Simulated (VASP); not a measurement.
The system is Pd.

```
CELL_PARAMETERS angstrom
0.00000 2.67500 2.67500
2.67500 0.00000 2.67500
2.67500 2.67500 0.00000
ATOMIC_POSITIONS crystal
Pd 0.00000 0.00000 0.00000
Pd 0.25000 0.25000 0.25000
```

| Quantity | Value |
| --- | --- |
| Program | VASP 6.6.1 |
| Task | relaxation of cell and atoms |
| Functional | LDA |
| Potentials or basis | VASP PAW LDA potentials, release 64 (Pd) |
| Cutoff | 600 eV |
| k mesh | 7 × 7 × 7 |
| Occupations | methfessel-paxton, width 0.1 eV |
| Spin | no spin polarisation |

At the start: pressure 18.8 GPa; volume 19.14 Å³/atom.

How do energy, volume and symmetry change on relaxing?

Over 17 steps the energy falls by 150.9 meV/atom and the volume is 22.13 Å³/atom (+15.6 %); space group Fd-3m (No. 227, to 0.05 Å).

Step by step:
| step | energy change (eV) | largest force (eV/Å) | pressure (GPa) | volume (Å³) |
| --- | --- | --- | --- | --- |
| 1 | 0.0000 | 0.0000 | 18.77 | 38.28 |
| 2 | -0.0088 | 0.0000 | -10.00 | 52.10 |
| 3 | -0.3017 | 0.0000 | -0.20 | 44.37 |
| 4 | -0.3017 | 0.0000 | 0.08 | 44.24 |
| 5 | -0.3017 | 0.0000 | 0.08 | 44.24 |
| 6 | -0.3017 | 0.0000 | 0.08 | 44.24 |
| 7 | -0.3017 | 0.0000 | 0.08 | 44.24 |
| 8 | -0.3017 | 0.0000 | 0.08 | 44.24 |
| 9 | -0.3017 | 0.0000 | 0.08 | 44.24 |
| 10 | -0.3017 | 0.0000 | 0.08 | 44.24 |
| 11 | -0.3017 | 0.0000 | 0.08 | 44.24 |
| 12 | -0.3017 | 0.0000 | 0.08 | 44.24 |
| 13 | -0.3017 | 0.0000 | 0.08 | 44.24 |
| 14 | -0.3017 | 0.0000 | 0.08 | 44.24 |
| 15 | -0.3018 | 0.0000 | 0.08 | 44.24 |
| 16 | -0.3018 | 0.0000 | 0.07 | 44.25 |
| 17 | -0.3018 | 0.0000 | 0.06 | 44.25 |

Final structure:
```cif
data_structure
_symmetry_space_group_name_H-M 'P 1'
_symmetry_Int_Tables_number 1
_cell_length_a 3.9702
_cell_length_b 3.9702
_cell_length_c 3.9702
_cell_angle_alpha 60.000
_cell_angle_beta 60.000
_cell_angle_gamma 60.000
_cell_volume 44.25
loop_
_atom_site_label
_atom_site_type_symbol
_atom_site_fract_x
_atom_site_fract_y
_atom_site_fract_z
_atom_site_occupancy
Pd1 Pd 0.00000 0.00000 0.00000 1
Pd2 Pd 0.25000 0.25000 0.25000 1
```

Caveat: the volume moved by over 15 % at a fixed basis, so the end points are rough.
